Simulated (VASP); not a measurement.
# Hf2Bi3Au (P-4m2) in VASP: single point with r2SCAN

Aim: the single point of Hf2Bi3Au with r2SCAN.

Everything below comes from runs of VASP 6.6.1. Logs are shortened: lines on timing, memory, paths and dates and some standing lists are left out, and cuts for length are marked.

### 1 The cell of the first run

The structure is tetragonal, space group P-4m2 (No. 115). The conventional cell has a = 4.049 Å, b = 4.049 Å, c = 8.875 Å, α = 90.00°, β = 90.00°, γ = 90.00°. Within 4.1 Å of Bi (site symmetry -4m2) lie 4 Au at 2.86 Å and 4 Hf at 3.09 Å and 8 Bi at 3.92 to 4.05 Å. Bi (site symmetry 2mm) has 5 Hf at 3.04 to 3.19 Å and 10 Bi at 3.59 to 4.05 Å and 2 Au at 3.92 Å within 4.1 Å. Within 4.1 Å of Au (site symmetry -4m2) lie 8 Bi at 2.86 to 3.92 Å and 4 Hf at 3.09 Å and 4 Au at 4.05 Å. Within 4.1 Å of Hf (site symmetry 2mm) lie 7 Bi at 3.04 to 3.19 Å and 2 Au at 3.09 Å and 4 Hf at 4.05 Å.

### 2 Single point, r2SCAN

Input file POSCAR:

```
Hf2Bi3Au
1.0
    4.0492810000      0.0000000000      0.0000000000
    0.0000000000      4.0492810000      0.0000000000
    0.0000000000      0.0000000000      8.8745300000
Bi Au Hf
3 1 2
Direct
    0.5000000000      0.5000000000      0.0000000000
    0.0000000000      0.5000000000      0.3780949385
    0.5000000000      0.0000000000      0.6219050615
    0.0000000000      0.0000000000      0.0000000000
    0.0000000000      0.5000000000      0.7371421973
    0.5000000000      0.0000000000      0.2628578027
```

Input file INCAR.step1:

```
PREC = Accurate
ENCUT = 520
ISMEAR = 1
SIGMA = 0.0161
LREAL = False
LASPH = True
NELM = 100
NBANDS = 47
GGA = PE
ALGO = Normal
EDIFF = 1E-4
LWAVE = True
LCHARG = False
```

Input file INCAR.step2:

```
PREC = Accurate
ENCUT = 520
EDIFF = 1E-6
ISMEAR = 1
SIGMA = 0.0161
LREAL = False
LASPH = True
NELM = 100
ALGO = Normal
ISIF = 2
LWAVE = False
LCHARG = False
METAGGA = R2SCAN
LMIXTAU = True
NBANDS = 47
ISTART = 1
```

Input file KPOINTS:

```
Automatic mesh
0
Gamma
  6 6 4
```

Potentials or basis: VASP PAW PBE potentials, release 64 (Bi_d, Au, Hf_pv).

Run with:

```console
$ cat potpaw_PBE.64/Bi_d/POTCAR potpaw_PBE.64/Au/POTCAR potpaw_PBE.64/Hf_pv/POTCAR > POTCAR
$ cp INCAR.step1 INCAR
$ mpirun -np 1 vasp_std > vasp.out
$ cp INCAR.step2 INCAR
$ mpirun -np 1 vasp_std > vasp.out
```

OUTCAR:

```text
PREC = Accurate
   ENCUT = 520
   EDIFF = 1E-6
   ISMEAR = 1
   LREAL = False
   LASPH = True
   NELM = 100
   ISIF = 2
   METAGGA = R2SCAN
   ISTART = 1

 ion  position               nearest neighbor table
   1  0.500  0.500  0.000-   4 2.86   4 2.86   4 2.86   4 2.86   6 3.09   6 3.09   5 3.09   5 3.09
                             2 3.92   3 3.92   3 3.92   2 3.92
   2  0.000  0.500  0.378-   6 3.04   6 3.04   6 3.04   6 3.04   5 3.19   3 3.59   3 3.59   3 3.59
                             3 3.59   1 3.92   1 3.92
   3  0.500  0.000  0.622-   5 3.04   5 3.04   5 3.04   5 3.04   6 3.19   2 3.59   2 3.59   2 3.59
                             2 3.59   1 3.92   1 3.92
   4  0.000  0.000  0.000-   1 2.86   1 2.86   1 2.86   1 2.86   5 3.09   6 3.09   6 3.09   5 3.09

   5  0.000  0.500  0.737-   3 3.04   3 3.04   3 3.04   3 3.04   4 3.09   1 3.09   4 3.09   1 3.09
                             2 3.19
   6  0.500  0.000  0.263-   2 3.04   2 3.04   2 3.04   2 3.04   1 3.09   4 3.09   4 3.09   1 3.09
                             3 3.19

  LATTYP: Found a simple tetragonal cell.
 ALAT       =     4.0492810000
 C/A-ratio  =     2.1916310575

  Lattice vectors:

 A1 = (   4.0492810000,   0.0000000000,   0.0000000000)
 A2 = (   0.0000000000,   4.0492810000,   0.0000000000)
 A3 = (   0.0000000000,   0.0000000000,   8.8745300000)

Analysis of symmetry for initial positions (statically):
=====================================================================
 Subroutine PRICEL returns:
 Original cell was already a primitive cell.

 Routine SETGRP: Setting up the symmetry group for a
 simple tetragonal supercell.

 Subroutine GETGRP returns: Found  8 space group operations
 (whereof  8 operations were pure point group operations)
 out of a pool of 16 trial point group operations.

The static configuration has the point symmetry D_2d.

Analysis of symmetry for dynamics (positions and initial velocities):
=====================================================================
 Subroutine PRICEL returns:
 Original cell was already a primitive cell.

 Routine SETGRP: Setting up the symmetry group for a
 simple tetragonal supercell.

 Subroutine GETGRP returns: Found  8 space group operations
 (whereof  8 operations were pure point group operations)
 out of a pool of 16 trial point group operations.

The dynamic configuration has the point symmetry D_2d.

 Subroutine INISYM returns: Found  8 space group operations
 (whereof  8 operations are pure point group operations),
 and found     1 'primitive' translations

----------------------------------------------------------------------------------------

                                     Primitive cell

  volume of cell :     145.5128

  direct lattice vectors                    reciprocal lattice vectors
     4.049281000  0.000000000  0.000000000     0.246957423  0.000000000  0.000000000
     0.000000000  4.049281000  0.000000000     0.000000000  0.246957423  0.000000000
     0.000000000  0.000000000  8.874530000     0.000000000  0.000000000  0.112682024

  length of vectors
     4.049281000  4.049281000  8.874530000     0.246957423  0.246957423  0.112682024

  position of ions in fractional coordinates (direct lattice)
     0.500000000  0.500000000  0.000000000
     0.000000000  0.500000000  0.378094938
     0.500000000  0.000000000  0.621905062
     0.000000000  0.000000000  0.000000000
     0.000000000  0.500000000  0.737142197
     0.500000000  0.000000000  0.262857803

  ion indices of the primitive-cell ions
   primitive index   ion index
                 1           1
                 2           2
                 3           3
                 4           4
                 5           5
                 6           6

----------------------------------------------------------------------------------------

 KPOINTS: Automatic mesh

Automatic generation of k-mesh.
 Grid dimensions read from file:
 generate k-points for:    6    6    4

 Generating k-lattice:

  Cartesian coordinates                     Fractional coordinates (reciprocal lattice)
     0.041159570  0.000000000  0.000000000     0.166666667  0.000000000  0.000000000
     0.000000000  0.041159570  0.000000000     0.000000000  0.166666667  0.000000000
     0.000000000  0.000000000  0.028170506     0.000000000  0.000000000  0.250000000

  Length of vectors
     0.041159570  0.041159570  0.028170506

  Shift w.r.t. Gamma in fractional coordinates (k-lattice)
     0.000000000  0.000000000  0.000000000

 Subroutine IBZKPT returns following result:
 ===========================================

 Found     30 irreducible k-points:

 Following reciprocal coordinates:
            Coordinates               Weight
  0.000000  0.000000  0.000000      1.000000
  0.166667  0.000000  0.000000      4.000000
  0.333333  0.000000  0.000000      4.000000
  0.500000  0.000000  0.000000      2.000000
  0.166667  0.166667  0.000000      4.000000
  0.333333  0.166667  0.000000      8.000000
[... 16 lines left out ...]
  0.333333  0.000000  0.500000      4.000000
  0.500000  0.000000  0.500000      2.000000
 [... further k-points ...]
   k-points           NKPTS =     30   k-points in BZ     NKDIM =     30   number of bands    NBANDS=     47
   number of dos      NEDOS =    301   number of ions     NIONS =      6
   total plane-waves  NPLWV =  63000
   dimension x,y,z NGX =    30 NGY =   30 NGZ =   70
   dimension x,y,z NGXF=    60 NGYF=   60 NGZF=  140
   ions per type =               3   1   2
   NGX,Y,Z   is equivalent  to a cutoff of  12.32, 12.32, 13.11 a.u.
   NGXF,Y,Z  is equivalent  to a cutoff of  24.63, 24.63, 26.23 a.u.
 SYSTEM =  unknown system
   PREC   = accura    normal or accurate (medium, high low for compatibility)
   ISTART =      1    job   : 0-new  1-cont  2-samecut
   ICHARG =      0    charge: 1-file 2-atom 10-const
   ISPIN  =      1    spin polarized calculation?
   LNONCOLLINEAR =      F non collinear calculations
   LSORBIT =      F    spin-orbit coupling
   LASPH  =      T    aspherical Exc in radial PAW
   ENCUT  =  520.0 eV  38.22 Ry    6.18 a.u.   7.53  7.53 16.50*2*pi/ulx,y,z
   NELM   =    100;   NELMIN=  2; NELMDL=  0     # of ELM steps
   EDIFF  = 0.1E-05   stopping-criterion for ELM
   LREAL  =      F    real-space projection
   EDIFFG = 0.1E-04   stopping-criterion for IOM
   NSW    =      0    number of steps for IOM
   IBRION =     -1    ionic relax: 0-MD 1-quasi-New 2-CG
   NFREE  =      0    steps in history (QN), initial steepest desc. (CG)
   ISIF   =      2    stress and relaxation
   ISYM   =      2    0-nonsym 1-usesym 2-fastsym
   POTIM  = 0.5000    time-step for ionic-motion
   TEBEG  =    0.0;   TEEND  =   0.0 temperature during run
   PSTRESS=    0.0 pullay stress
   NELECT =      76.0000    total number of electrons
   NUPDOWN=      -1.0000    fix difference up-down
   EMIN   =  10.00;   EMAX   =-10.00  energy-range for DOS
   EFERMI =   0.00;   METHOD = LEGACY
   ISMEAR =     1;   SIGMA  =   0.02  broadening in eV -4-tet -1-fermi 0-gaus
   EFERMI_NEDOS =   21; number of points for ismear=-14 and -15
   IALGO  =     38    algorithm
   IMIX   =      4    mixing-type and parameters
     AMIX     =   0.40;   BMIX     =  1.00
     AMIX_MAG =   1.60;   BMIX_MAG =  1.00
  volume/ion in A,a.u.               =      24.25       163.66
  Fermi-wavevector in a.u.,A,eV,Ry     =   1.318395  2.491406 23.649185  1.738166
  Thomas-Fermi vector in A             =   2.448368
   LORBIT       =      0    0 simple, 1 ext, 2 COOP (PROOUT), +10 PAW based schemes
   METAGGA = R2SCAN    functional components
   LHFCALC =     F    Hartree Fock is set to
   AEXX    =    0.0000 exact exchange contribution
   IVDW    =     0    specifies the selected vdW correction
   LEPSILON=     F    determine dielectric tensor
   LRPA    =     F    only Hartree local field effects (RPA)
 non-spin polarized calculation
 Methfessel and Paxton  Order N= 1 SIGMA  =   0.02
  energy-cutoff  :      520.00
  volume of cell :      145.51
 maximum number of plane-waves:      3949
   NGX = 15   NGY = 15   NGZ = 33

 number of electron      76.0000022 magnetization

 Free energy of the ion-electron system (eV)
  ---------------------------------------------------
  ext. energy  EPLUGINS =         0.00000000
  ---------------------------------------------------
  free energy    TOTEN  =      -317.39782894 eV

  energy without entropy =     -317.39773028  energy(sigma->0) =     -317.39779605

 E-fermi :   7.7879     XC(G=0): -11.9996

 val. band max:        7.7873995861   @ k =   0.1667   0.1667   0.5000
 cond. band min:       7.7936942664   @ k =   0.1667   0.0000   0.0000
 fundamental gap:      0.0062946803
 Fermi energy:         7.7878865649

 k-point     1 :       0.0000    0.0000    0.0000
  band No.  band energies     occupation
      1     -24.9212      2.00000
      2     -24.9163      2.00000
      3     -24.8749      2.00000
      4     -24.8749      2.00000
      5     -24.8730      2.00000
      6     -24.8730      2.00000
[... 39 lines left out ...]
     46      10.6270      0.00000
     47      11.8178      0.00000

 k-point     2 :       0.1667    0.0000    0.0000
  band No.  band energies     occupation
      1     -24.9197      2.00000
      2     -24.9156      2.00000
      3     -24.8842      2.00000
      4     -24.8827      2.00000
      5     -24.8748      2.00000
      6     -24.8730      2.00000
[... 39 lines left out ...]
     46      11.6180      0.00000
     47      12.2496      0.00000

 k-point     3 :       0.3333    0.0000    0.0000
  band No.  band energies     occupation
      1     -24.9167      2.00000
      2     -24.9142      2.00000
      3     -24.9026      2.00000
      4     -24.9020      2.00000
      5     -24.8747      2.00000
      6     -24.8730      2.00000
[... 1039 lines left out ...]
     46      11.8753      0.00000
     47      11.9161      0.00000

 k-point    24 :       0.5000    0.0000    0.5000
  band No.  band energies     occupation
      1     -24.9151      2.00000
      2     -24.9147      2.00000
      3     -24.9114      2.00000
      4     -24.9109      2.00000
      5     -24.8747      2.00000
      6     -24.8730      2.00000
[... 39 lines left out ...]
     46      11.4594      0.00000
     47      12.1625      0.00000

 [... further k-points ...]

------------------------ aborting loop because EDIFF is reached ----------------------------------------

  FORCE on cell =-STRESS in cart. coord.  units (eV):
  Direction    XX          YY          ZZ          XY          YZ          ZX
  --------------------------------------------------------------------------------------
  -------------------------------------------------------------------------------------
  Total        1.6057346      1.6057346     -1.3376461      0.0000000     -0.0000000      0.0000000
  in kB       17.6800366     17.6800366    -14.7282319      0.0000000     -0.0000000      0.0000000
  external PRESSURE =       6.8772805 kB  Pullay stress =       0.0000000 kB

 VOLUME and BASIS-vectors are now :
 -----------------------------------------------------------------------------
  energy-cutoff  :      520.00
  volume of cell :      145.51
      direct lattice vectors                 reciprocal lattice vectors
     4.049281000  0.000000000  0.000000000     0.246957423  0.000000000  0.000000000
     0.000000000  4.049281000  0.000000000     0.000000000  0.246957423  0.000000000
     0.000000000  0.000000000  8.874530000     0.000000000  0.000000000  0.112682024

 POSITION                                       TOTAL-FORCE (eV/Angst)
 -----------------------------------------------------------------------------------
      2.02464      2.02464      0.00000        -0.000000     -0.000000      0.000000
      0.00000      2.02464      3.35541        -0.000000      0.000000     -0.005560
      2.02464      0.00000      5.51912         0.000000      0.000000      0.005560
      0.00000      0.00000      0.00000        -0.000000      0.000000      0.000000
      0.00000      2.02464      6.54179        -0.000000      0.000000      0.005011
      2.02464      0.00000      2.33274        -0.000000      0.000000     -0.005011
 -----------------------------------------------------------------------------------
    total drift:                                0.000000      0.000000      0.000000

  FREE ENERGIE OF THE ION-ELECTRON SYSTEM (eV)
  ---------------------------------------------------
  free  energy   TOTEN  =      -317.3978289396 eV

  energy  without entropy=     -317.3977302797  energy(sigma->0) =     -317.39779605
```

Run time: 19 min. Hardware: 1 thread of Oxide Virtual Turin-like, shared host; peak memory 0.34 GiB.

Results:

* Free energy: -317.3978 eV
* Pressure: 0.7 GPa
* Largest force: 0.006 eV/Å
* Band gap on the k mesh: zero (bands 38 and 39 overlap by 2.46 eV)

Forces on the atoms (eV/Å):
```
Bi   0.000  0.000  0.000
Bi   0.000  0.000 -0.006
Bi   0.000  0.000  0.006
Au   0.000  0.000  0.000
Hf   0.000  0.000  0.005
Hf   0.000  0.000 -0.005
```

Caveat: the PAW data sets were made with another functional, which shifts forces and pressure a little; spin-orbit coupling is left out, which moves the levels of the heavy elements.
